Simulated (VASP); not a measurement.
WSe2, 3 atoms in the cell. The cell holds a slab with vacuum, 3 atoms: a = 3.318 Å, b = 3.318 Å, c = 16.658 Å, α = 90.00°, β = 90.00°, γ = 120.00°. 

- Program: VASP 6.6.1
- Task: relaxation of cell and atoms
- Functional: PBE
- Dispersion: D3(BJ)
- Potentials or basis: VASP PAW PBE potentials, release 64 (W_sv, Se)
- Cutoff: 600 eV
- k mesh: 12 × 12 × 2
- Occupations: gaussian, width 0.02 eV
- Spin: no spin polarisation
- Dipole correction: no
- Further INCAR settings: ALGO = Normal; EDIFF = 1e-06; IBRION = 2; EDIFFG = -0.005; NSW = 100; ISIF = 3

Potentials or basis: VASP PAW PBE potentials, release 64 (W_sv, Se).

Run with:

```bash
$ cat potpaw_PBE.64/W_sv/POTCAR potpaw_PBE.64/Se/POTCAR > POTCAR
$ mpirun -np 1 vasp_std > vasp.out
```

Hardware: 1 thread of Intel(R) Xeon(R) 6975P-C (Granite Rapids), on a shared host.

Question: Estimate the wall time of this run.

Answer: Wall time 4.6 min on 1 thread of Intel(R) Xeon(R) 6975P-C (Granite Rapids), with other jobs on the host, peak memory 0.44 GiB. Counts: scf iterations 67, k points 38, ion steps 5.
